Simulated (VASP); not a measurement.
Here is a VASP 6.6.1 calculation.

File INCAR:

```
SYSTEM = Ti9S
PREC = Accurate
ENCUT = 520
EDIFF = 1E-6
ISMEAR = 0
SIGMA = 0.1
LREAL = .FALSE.
LASPH = .TRUE.
NELM = 100
ALGO = Normal
ISIF = 2
LWAVE = .FALSE.
LCHARG = .TRUE.
LDIPOL = .TRUE.
IDIPOL = 3
DIPOL = 0.5 0.5 0.332
GGA = PE
LELF = .TRUE.
LVHAR = .TRUE.
LVACPOTAV = .TRUE.
NBANDS = 68
```

KPOINTS

```
regular mesh
0
G
  9 4 1
  0 0 0
```

POSCAR

```
Ti9S
1.0
    2.8319727881      0.0000000000      0.0000000000
    0.0000000000      7.9316622551      0.0000000000
    0.0000000000      0.0000000000     19.9268841162
Ti S
9 1
Direct
    0.0000000000      0.5000000000      0.2007338416
    0.5000000000      0.1666666667      0.2007338416
    0.5000000000      0.8333333333      0.2007338416
    0.0000000000      0.0000000000      0.3122110455
    0.5000000000      0.6684928875      0.3108725352
    0.5000000000      0.3315071125      0.3108725352
    0.0000000000      0.5000000000      0.4177589340
    0.5000000000      0.1666364294      0.4228902054
    0.5000000000      0.8333635706      0.4228902054
    0.8333333333      0.1666364294      0.5217688400
```

Potentials or basis: VASP PAW PBE potentials, release 64 (Ti_sv, S).

Command:

```console
$ cat potpaw_PBE.64/Ti_sv/POTCAR potpaw_PBE.64/S/POTCAR > POTCAR
$ mpirun -np 1 vasp_std > vasp.out
```

(1) What does it give for the band gap on the k mesh?

(2) Estimate the largest force.

## Answers

(1) zero (bands 57 and 58 overlap by 0.22 eV).

(2) 0.807 eV/Å.
